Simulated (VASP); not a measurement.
Input of a VASP 6.6.1 run:

INCAR

```
SYSTEM = TiAl
ALGO = Fast
EDIFF = 1E-7
ENCUT = 520
GGA = PS
ISIF = 2
ISMEAR = 0
LASPH = .TRUE.
LCHARG = .TRUE.
LELF = .TRUE.
LREAL = .FALSE.
LVHAR = .TRUE.
LWAVE = .FALSE.
NBANDS = 14
NELM = 60
PREC = Accurate
SIGMA = 0.15
```

Contents of KPOINTS:

```
k-points
0
G
  21 21 12
  0 0 0
```

Contents of POSCAR:

```
TiAl
1.0
    2.8850104496      0.0000000000      0.0000000000
   -1.4425052248      2.4984923395      0.0000000000
    0.0000000000      0.0000000000      4.6799630897
Ti Al
1 1
Direct
    0.0000000000      0.0000000000      0.0000000000
    0.3333333333      0.6666666667      0.5000000000
```

Potentials or basis: VASP PAW PBE potentials, release 64 (Ti_sv, Al).

Run with:

```console
$ cat potpaw_PBE.64/Ti_sv/POTCAR potpaw_PBE.64/Al/POTCAR > POTCAR
$ mpirun -np 1 vasp_std > vasp.out
```

Question: Predict the pressure.

Answer: -4.0 GPa.

Question: Estimate the band gap on the k mesh.

Answer: Zero (an odd number of electrons rules out a gap without spin polarisation).

Stress tensor (GPa, compression positive):
```
-3.77  0.00  0.00
 0.00 -3.77  0.00
 0.00  0.00 -4.54
```

Caveat: the cell stands under tension; the PAW data sets were made with another functional, which shifts forces and pressure a little.
